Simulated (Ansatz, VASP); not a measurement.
## Zn5Se3S2 in VASP and in Ansatz

File INCAR:

```
PREC     = Accurate       # precision mode
ENCUT    = 520            # plane-wave cutoff, eV
EDIFF    = 1E-6           # SCF threshold, eV
ISMEAR   = 0              # smearing method
SIGMA    = 0.1            # smearing width, eV
LREAL    = False          # projectors in reciprocal space
LASPH    = True           # aspherical terms in the spheres
NELM     = 80             # most SCF steps
ALGO     = Normal         # electronic algorithm
ISIF     = 2              # what is computed and relaxed
LWAVE    = False          # write WAVECAR
LCHARG   = False          # write CHGCAR
GGA      = PE             # functional
NBANDS   = 56             # bands
```

File KPOINTS:

```
Automatic mesh
0
Gamma
  6 6 6
```

File POSCAR:

```
Zn5Se3S2
1.0
   -1.9361219700      1.9361219700     13.6904497700
    1.9361219700     -1.9361219700     13.6904497700
    1.9361219700      1.9361219700    -13.6904497700
Zn Se S
5 3 2
Direct
    0.6000000000      0.6000000000      0.0000000000
    0.2000000000      0.2000000000      0.0000000000
    0.8000000000      0.8000000000      0.0000000000
    0.4000000000      0.4000000000      0.0000000000
    0.0000000000      0.0000000000      0.0000000000
    0.1500000000      0.6500000000      0.5000000000
    0.7500000000      0.2500000000      0.5000000000
    0.3500000000      0.8500000000      0.5000000000
    0.9500000000      0.4500000000      0.5000000000
    0.5500000000      0.0500000000      0.5000000000
```

Input for Ansatz:

```yaml
crystal:
  lattice:
    - [-1.93612197, 1.93612197, 13.69044977]
    - [1.93612197, -1.93612197, 13.69044977]
    - [1.93612197, 1.93612197, -13.69044977]
  atoms:
    - { symbol: Zn, position: [0.6, 0.6, 0.0] }
    - { symbol: Zn, position: [0.2, 0.2, 0.0] }
    - { symbol: Zn, position: [0.8, 0.8, 0.0] }
    - { symbol: Zn, position: [0.4, 0.4, 0.0] }
    - { symbol: Zn, position: [0.0, 0.0, 0.0] }
    - { symbol: Se, position: [0.15, 0.65, 0.5] }
    - { symbol: Se, position: [0.75, 0.25, 0.5] }
    - { symbol: Se, position: [0.35, 0.85, 0.5] }
    - { symbol: S, position: [0.95, 0.45, 0.5] }
    - { symbol: S, position: [0.55, 0.05, 0.5] }
basis:
  ecutwfc: 420
kpoints:
  mp_grid: { grid: [6, 6, 6] }
hamiltonian:
  xc: pbe
scf:
  occupations: { method: gaussian, width: 0.1 }
  lower_state_search: "off"
output:
  forces: true
  stress: true
  eigenvalues: true
```

Alike in both runs: task single point; functional PBE; k mesh 6 × 6 × 6; occupations gaussian, width 0.1 eV; no spin polarisation.

|  | VASP | Ansatz |
| --- | --- | --- |
| version | VASP 6.6.1 | Ansatz 0.2.0 |
| potentials or method | VASP PAW PBE potentials, release 64 (Zn, Se, S), cutoff 520 eV | scalar-relativistic, plane waves, PAW |
| valence electrons in the cell | 90 | 120 |

```csv
,VASP,Ansatz,Ansatz less VASP
gap on the k mesh at the Fermi level (eV),1.79,1.79,-0.006
least direct gap on the mesh (eV),1.79,1.79,-0.006
pressure (GPa),6.2,5.9,-0.26
"traceless stress, the component that is largest in VASP (GPa)",-0.07,-0.07,-0.001
rms of the force components (eV/Å),0.222,0.218,-0.0043
```

Atom by atom the forces differ by 0.004 eV/Å (rms over components). The functional is the same, so the differences come from potentials, cutoffs and numerics. VASP's potentials hold 90 valence electrons a cell and Ansatz's 120, so a difference there can come from the potentials and not from the codes.
